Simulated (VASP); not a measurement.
# NaCl in VASP: a series of runs, part 2 of 3

VASP 6.6.1. The steps go on from the part before.

### Step 3. Electric field gradients, PBE (volume scaled by 0.94)

Contents of INCAR:

```
SYSTEM = NaCl
ALGO = Normal ; EDIFF = 1E-8
ENCUT = 400 ; GGA = PE
GGA_COMPAT = .False. ; ISIF = 2
ISMEAR = -1 ; LASPH = .True.
LCHARG = .False. ; LEFG = .True.
LREAL = .False. ; LWAVE = .False.
NBANDS = 14 ; NELM = 120
PREC = Accurate ; SIGMA = 0.02
```

Contents of KPOINTS:

```
k-points
0
Gamma
  8 8 8
  0 0 0
```

Contents of POSCAR:

```
NaCl
1.0
    2.8016162709      0.0000000000      0.0000000000
    0.0000000000      2.8016162709      0.0000000000
    0.0000000000      0.0000000000      2.8016162709
Na Cl
1 1
Direct
    0.0000000000      0.0000000000      0.0000000000
    0.5000000000      0.5000000000      0.5000000000
```

Potentials or basis: VASP PAW PBE potentials, release 64 (Na_pv, Cl).

Started as:

```
$ cat potpaw_PBE.64/Na_pv/POTCAR potpaw_PBE.64/Cl/POTCAR > POTCAR
$ mpirun -np 1 vasp_std > vasp.out
```

OUTCAR:

```text
SYSTEM = NaCl
   EDIFF = 1E-8
   ENCUT = 400
   GGA = PE
   ISIF = 2
   ISMEAR = -1
   LASPH = .True.
   LREAL = .False.
   NELM = 120
   PREC = Accurate

 ion  position               nearest neighbor table
   1  0.000  0.000  0.000-   2 2.43   2 2.43   2 2.43   2 2.43   2 2.43   2 2.43   2 2.43   2 2.43

   2  0.500  0.500  0.500-   1 2.43   1 2.43   1 2.43   1 2.43   1 2.43   1 2.43   1 2.43   1 2.43

  LATTYP: Found a simple cubic cell.
 ALAT       =     2.8016162709

  Lattice vectors:

 A1 = (   2.8016162709,   0.0000000000,   0.0000000000)
 A2 = (   0.0000000000,   2.8016162709,   0.0000000000)
 A3 = (   0.0000000000,   0.0000000000,   2.8016162709)

Analysis of symmetry for initial positions (statically):
=====================================================================
 Subroutine PRICEL returns:
 Original cell was already a primitive cell.

 Routine SETGRP: Setting up the symmetry group for a
 simple cubic supercell.

 Subroutine GETGRP returns: Found 48 space group operations
 (whereof 48 operations were pure point group operations)
 out of a pool of 48 trial point group operations.

The static configuration has the point symmetry O_h .

Analysis of symmetry for dynamics (positions and initial velocities):
=====================================================================
 Subroutine PRICEL returns:
 Original cell was already a primitive cell.

 Routine SETGRP: Setting up the symmetry group for a
 simple cubic supercell.

 Subroutine GETGRP returns: Found 48 space group operations
 (whereof 48 operations were pure point group operations)
 out of a pool of 48 trial point group operations.

The dynamic configuration has the point symmetry O_h .

 Subroutine INISYM returns: Found 48 space group operations
 (whereof 48 operations are pure point group operations),
 and found     1 'primitive' translations

----------------------------------------------------------------------------------------

                                     Primitive cell

  volume of cell :      21.9900

  direct lattice vectors                    reciprocal lattice vectors
     2.801616271  0.000000000  0.000000000     0.356936819  0.000000000  0.000000000
     0.000000000  2.801616271  0.000000000     0.000000000  0.356936819  0.000000000
     0.000000000  0.000000000  2.801616271     0.000000000  0.000000000  0.356936819

  length of vectors
     2.801616271  2.801616271  2.801616271     0.356936819  0.356936819  0.356936819

  position of ions in fractional coordinates (direct lattice)
     0.000000000  0.000000000  0.000000000
     0.500000000  0.500000000  0.500000000

  ion indices of the primitive-cell ions
   primitive index   ion index
                 1           1
                 2           2

----------------------------------------------------------------------------------------

 KPOINTS: k-points

Automatic generation of k-mesh.
 Grid dimensions read from file:
 generate k-points for:    8    8    8
[... 76 lines left out ...]
   NUPDOWN=      -1.0000    fix difference up-down
   EMIN   =  10.00;   EMAX   =-10.00  energy-range for DOS
   EFERMI =   0.00;   METHOD = LEGACY
   ISMEAR =    -1;   SIGMA  =   0.02  broadening in eV -4-tet -1-fermi 0-gaus
   EFERMI_NEDOS =   21; number of points for ismear=-14 and -15
   IALGO  =     38    algorithm
   IMIX   =      4    mixing-type and parameters
     AMIX     =   0.40;   BMIX     =  1.00
     AMIX_MAG =   1.60;   BMIX_MAG =  1.00
  volume/ion in A,a.u.               =      11.00        74.20
  Fermi-wavevector in a.u.,A,eV,Ry     =   1.408344  2.661385 26.986256  1.983434
  Thomas-Fermi vector in A             =   2.530512
   LORBIT       =      0    0 simple, 1 ext, 2 COOP (PROOUT), +10 PAW based schemes
   GGA     = PE    functional components
   LHFCALC =     F    Hartree Fock is set to
   AEXX    =    0.0000 exact exchange contribution
   IVDW    =     0    specifies the selected vdW correction
   LEPSILON=     F    determine dielectric tensor
   LRPA    =     F    only Hartree local field effects (RPA)
 non-spin polarized calculation
  energy-cutoff  :      400.00
  volume of cell :       21.99
 maximum number of plane-waves:       432
   NGX =  9   NGY =  9   NGZ =  9

 number of electron      13.9999945 magnetization

 Free energy of the ion-electron system (eV)
  ---------------------------------------------------
  ext. energy  EPLUGINS =         0.00000000
  ---------------------------------------------------
  free energy    TOTEN  =        -3.55174193 eV

  energy without entropy =       -3.55174193  energy(sigma->0) =       -3.55174193

 E-fermi :   8.2466     XC(G=0): -11.7029

 val. band max:        7.7605552399   @ k =   0.5000   0.5000   0.0000
 cond. band min:      11.9132891899   @ k =   0.5000   0.5000   0.0000
 fundamental gap:      4.1527339499
 Fermi energy:         8.2465663218

 k-point     1 :       0.0000    0.0000    0.0000
  band No.  band energies     occupation
      1     -15.1914      2.00000
      2     -15.1914      2.00000
      3     -15.1914      2.00000
      4      -9.7965      2.00000
      5       6.3867      2.00000
      6       6.3867      2.00000
      7       6.3867      2.00000
      8      14.0627      0.00000
      9      14.0627      0.00000
     10      15.7730      0.00000
     11      25.7521      0.00000
     12      25.7521      0.00000
     13      25.7521      0.00000
     14      31.1368      0.00000
[... 377 lines left out ...]
      1     -15.5195      2.00000
      2     -15.4395      2.00000
      3     -15.1626      2.00000
      4      -7.1048      2.00000
      5       1.7803      2.00000
      6       2.6323      2.00000
      7       6.6223      2.00000
      8      12.9087      0.00000
      9      18.3931      0.00000
     10      18.9876      0.00000
     11      19.9336      0.00000
     12      25.5525      0.00000
     13      26.0536      0.00000
     14      29.8108      0.00000

 [... further k-points ...]
[... 5 lines left out ...]
  --------------------------------------------------------------------------------------
  -------------------------------------------------------------------------------------
  Total       11.3081240     11.3081240     11.3081240     -0.0000000     -0.0000000     -0.0000000
  in kB      823.9013066    823.9013066    823.9013066     -0.0000000     -0.0000000     -0.0000000
  external PRESSURE =     823.9013066 kB  Pullay stress =       0.0000000 kB

 VOLUME and BASIS-vectors are now :
 -----------------------------------------------------------------------------
  energy-cutoff  :      400.00
  volume of cell :       21.99
      direct lattice vectors                 reciprocal lattice vectors
     2.801616271  0.000000000  0.000000000     0.356936819  0.000000000  0.000000000
     0.000000000  2.801616271  0.000000000     0.000000000  0.356936819  0.000000000
     0.000000000  0.000000000  2.801616271     0.000000000  0.000000000  0.356936819

 POSITION                                       TOTAL-FORCE (eV/Angst)
 -----------------------------------------------------------------------------------
      0.00000      0.00000      0.00000         0.000000      0.000000      0.000000
      1.40081      1.40081      1.40081         0.000000      0.000000      0.000000
 -----------------------------------------------------------------------------------
    total drift:                                0.000000     -0.000000      0.000000

  FREE ENERGIE OF THE ION-ELECTRON SYSTEM (eV)
  ---------------------------------------------------
  free  energy   TOTEN  =        -3.5517419324 eV

  energy  without entropy=       -3.5517419324  energy(sigma->0) =       -3.55174193

 Electric field gradients (V/A^2)
---------------------------------------------------------------------
 ion       V_xx      V_yy      V_zz      V_xy      V_xz      V_yz
---------------------------------------------------------------------
   1       0.000     0.000     0.000    -0.000     0.000     0.000
   2      -0.000     0.000    -0.000    -0.000     0.000     0.000
---------------------------------------------------------------------

 Electric field gradients after diagonalization (V/A^2)
 (convention: |V_zz| > |V_xx| > |V_yy|)
----------------------------------------------------------------------
 ion       V_xx      V_yy      V_zz     asymmetry (V_yy - V_xx)/ V_zz
----------------------------------------------------------------------
   1       0.000     0.000     0.000      -0.566
   2      -0.000     0.000    -0.000      -0.370
----------------------------------------------------------------------

           NMR quadrupolar parameters

 Cq : quadrupolar parameter    Cq=e*Q*V_zz/h
 eta: asymmetry parameters     (V_yy - V_xx)/ V_zz
 Q  : nuclear electric quadrupole moment in mb (millibarn)
----------------------------------------------------------------------
 ion       Cq(MHz)       eta       Q (mb)
----------------------------------------------------------------------
   1       0.000      -0.566       1.000
   2      -0.000      -0.370       1.000
----------------------------------------------------------------------
```

OSZICAR:

```text
N       E                     dE             d eps       ncg     rms          rms(c)
DAV:   1     0.927867682608E+02    0.92787E+02   -0.61651E+03  1008   0.106E+03
DAV:   2     0.509208112859E+00   -0.92278E+02   -0.85162E+02  1134   0.286E+02
DAV:   3    -0.386318989087E+01   -0.43724E+01   -0.43490E+01  1262   0.586E+01
DAV:   4    -0.390309398512E+01   -0.39904E-01   -0.39897E-01  1112   0.579E+00
DAV:   5    -0.390362810568E+01   -0.53412E-03   -0.53411E-03  1314   0.690E-01    0.663E+00
DAV:   6    -0.361468439217E+01    0.28894E+00   -0.24371E-01  1338   0.637E+00    0.442E+00
DAV:   7    -0.355304375211E+01    0.61641E-01   -0.15163E-01  1302   0.427E+00    0.197E+00
DAV:   8    -0.355186565937E+01    0.11781E-02   -0.11757E-02  1076   0.123E+00    0.295E-01
DAV:   9    -0.355173280198E+01    0.13286E-03   -0.25729E-04  1286   0.305E-01    0.617E-02
DAV:  10    -0.355173991087E+01   -0.71089E-05   -0.39386E-05  1262   0.133E-01    0.169E-02
DAV:  11    -0.355174173890E+01   -0.18280E-05   -0.65302E-06  1178   0.295E-02    0.978E-03
DAV:  12    -0.355174193223E+01   -0.19333E-06   -0.47052E-07  1156   0.599E-03    0.678E-04
DAV:  13    -0.355174196783E+01   -0.35608E-07   -0.40446E-08  1298   0.157E-03    0.127E-03
DAV:  14    -0.355174192673E+01    0.41102E-07   -0.34052E-09   822   0.461E-04    0.104E-04
DAV:  15    -0.355174193236E+01   -0.56257E-08   -0.44163E-10   712   0.230E-04
   1 F= -.35517419E+01 E0= -.35517419E+01  d E =-.166317E-12
```

stdout:

```text
POSCAR found type information on POSCAR NaCl
 POSCAR found :  2 types and       2 ions
 scaLAPACK will be used
 LDA part: xc-table for (Slater+PW92), standard interpolation
 POSCAR, INCAR and KPOINTS ok, starting setup
 FFT: planning ... GRIDC
 FFT: planning ... GRID_SOFT
 FFT: planning ... GRID
 WAVECAR not read
 entering main loop
ion   1

ion   2
```

Run time: 8.2 s. Hardware: 1 thread of Intel Xeon Platinum 8488C (Sapphire Rapids), shared host; peak memory 0.11 GiB.

Results:

* Free energy: -3.5517 eV
* Pressure: 82.4 GPa
* Band gap on the k mesh: 4.15 eV, direct

Caveat: without QUAD_EFG the Cq values of the log hold for a quadrupole moment of 1 mb, not for the nuclei. A k mesh can miss the band edges.

### Step 4. Electric field gradients, PBE (volume scaled by 0.98)

Contents of INCAR:

```
PREC     = Accurate       # precision mode
ENCUT    = 400            # plane-wave cutoff, eV
EDIFF    = 1E-8           # SCF threshold, eV
ISMEAR   = -1             # smearing method
SIGMA    = 0.02           # smearing width, eV
LREAL    = False          # projectors in reciprocal space
LASPH    = True           # aspherical terms in the spheres
NELM     = 120            # most SCF steps
ALGO     = Normal         # electronic algorithm
ISIF     = 2              # what is computed and relaxed
LWAVE    = False          # write WAVECAR
LCHARG   = False          # write CHGCAR
GGA      = PE             # functional
LEFG     = True         
NBANDS   = 14             # bands
GGA_COMPAT= False
```

Contents of KPOINTS:

```
regular mesh
0
Gamma
  8 8 8
```

Contents of POSCAR:

```
NaCl
1.0
    2.8408047908      0.0000000000      0.0000000000
    0.0000000000      2.8408047908      0.0000000000
    0.0000000000      0.0000000000      2.8408047908
Na Cl
1 1
Direct
    0.0000000000      0.0000000000      0.0000000000
    0.5000000000      0.5000000000      0.5000000000
```

Potentials or basis: VASP PAW PBE potentials, release 64 (Na_pv, Cl).

Started as:

```
$ cat potpaw_PBE.64/Na_pv/POTCAR potpaw_PBE.64/Cl/POTCAR > POTCAR
$ mpirun -np 1 vasp_std > vasp.out
```

OUTCAR:

```text
PREC = Accurate
   ENCUT = 400
   EDIFF = 1E-8
   ISMEAR = -1
   LREAL = False
   LASPH = True
   NELM = 120
   ISIF = 2
   GGA = PE

 ion  position               nearest neighbor table
   1  0.000  0.000  0.000-   2 2.46   2 2.46   2 2.46   2 2.46   2 2.46   2 2.46   2 2.46   2 2.46

   2  0.500  0.500  0.500-   1 2.46   1 2.46   1 2.46   1 2.46   1 2.46   1 2.46   1 2.46   1 2.46

  LATTYP: Found a simple cubic cell.
 ALAT       =     2.8408047908

  Lattice vectors:

[... 622 lines left out ...]
  ---------------------------------------------------
  free  energy   TOTEN  =        -3.9990924205 eV

  energy  without entropy=       -3.9990924204  energy(sigma->0) =       -3.99909242

 Electric field gradients (V/A^2)
---------------------------------------------------------------------
 ion       V_xx      V_yy      V_zz      V_xy      V_xz      V_yz
---------------------------------------------------------------------
   1      -0.000    -0.000    -0.000    -0.000    -0.000    -0.000
   2      -0.000    -0.000     0.000     0.000     0.000     0.000
---------------------------------------------------------------------

 Electric field gradients after diagonalization (V/A^2)
 (convention: |V_zz| > |V_xx| > |V_yy|)
----------------------------------------------------------------------
 ion       V_xx      V_yy      V_zz     asymmetry (V_yy - V_xx)/ V_zz
----------------------------------------------------------------------
   1      -0.000    -0.000    -0.000      -0.177
   2      -0.000    -0.000     0.000       0.322
----------------------------------------------------------------------

           NMR quadrupolar parameters

 Cq : quadrupolar parameter    Cq=e*Q*V_zz/h
 eta: asymmetry parameters     (V_yy - V_xx)/ V_zz
 Q  : nuclear electric quadrupole moment in mb (millibarn)
----------------------------------------------------------------------
 ion       Cq(MHz)       eta       Q (mb)
----------------------------------------------------------------------
   1      -0.000      -0.177       1.000
   2       0.000       0.322       1.000
----------------------------------------------------------------------
```

OSZICAR:

```text
N       E                     dE             d eps       ncg     rms          rms(c)
DAV:   1     0.955160752742E+02    0.95516E+02   -0.63974E+03  1008   0.103E+03
DAV:   2     0.364510606442E+00   -0.95152E+02   -0.87168E+02  1142   0.286E+02
DAV:   3    -0.428035175090E+01   -0.46449E+01   -0.46284E+01  1226   0.597E+01
DAV:   4    -0.432505355957E+01   -0.44702E-01   -0.44695E-01  1160   0.604E+00
DAV:   5    -0.432567222189E+01   -0.61866E-03   -0.61865E-03  1244   0.731E-01    0.605E+00
DAV:   6    -0.405597676748E+01    0.26970E+00   -0.23086E-01  1354   0.594E+00    0.406E+00
DAV:   7    -0.400024750102E+01    0.55729E-01   -0.13995E-01  1306   0.393E+00    0.188E+00
DAV:   8    -0.399921926481E+01    0.10282E-02   -0.10729E-02  1046   0.116E+00    0.304E-01
DAV:   9    -0.399908225657E+01    0.13701E-03   -0.25084E-04  1310   0.286E-01    0.697E-02
DAV:  10    -0.399909059519E+01   -0.83386E-05   -0.39866E-05  1220   0.126E-01    0.197E-02
DAV:  11    -0.399909217621E+01   -0.15810E-05   -0.59257E-06  1202   0.269E-02    0.841E-03
DAV:  12    -0.399909242255E+01   -0.24634E-06   -0.44171E-07  1202   0.593E-03    0.517E-04
DAV:  13    -0.399909245787E+01   -0.35323E-07   -0.33416E-08  1238   0.141E-03    0.133E-03
DAV:  14    -0.399909241752E+01    0.40355E-07   -0.32928E-09   864   0.452E-04    0.286E-05
DAV:  15    -0.399909242045E+01   -0.29349E-08   -0.46826E-10   682   0.223E-04
   1 F= -.39990924E+01 E0= -.39990924E+01  d E =-.115914E-11
```

stdout:

```text
POSCAR found type information on POSCAR NaCl
 POSCAR found :  2 types and       2 ions
 scaLAPACK will be used
 LDA part: xc-table for (Slater+PW92), standard interpolation
 POSCAR, INCAR and KPOINTS ok, starting setup
 FFT: planning ... GRIDC
 FFT: planning ... GRID_SOFT
 FFT: planning ... GRID
 WAVECAR not read
 entering main loop
ion   1

ion   2
```

It took 7.2 s on 1 thread of Intel Xeon Platinum 8488C (Sapphire Rapids), shared host; peak memory 0.12 GiB.

What came out:

```
Free energy            : -3.9991 eV
Pressure               : 70.2 GPa
Band gap on the k mesh : 4.33 eV, direct
```

Caveat: without QUAD_EFG the Cq values of the log hold for a quadrupole moment of 1 mb, not for the nuclei. A k mesh can miss the band edges.

[end of part 2 of 3]
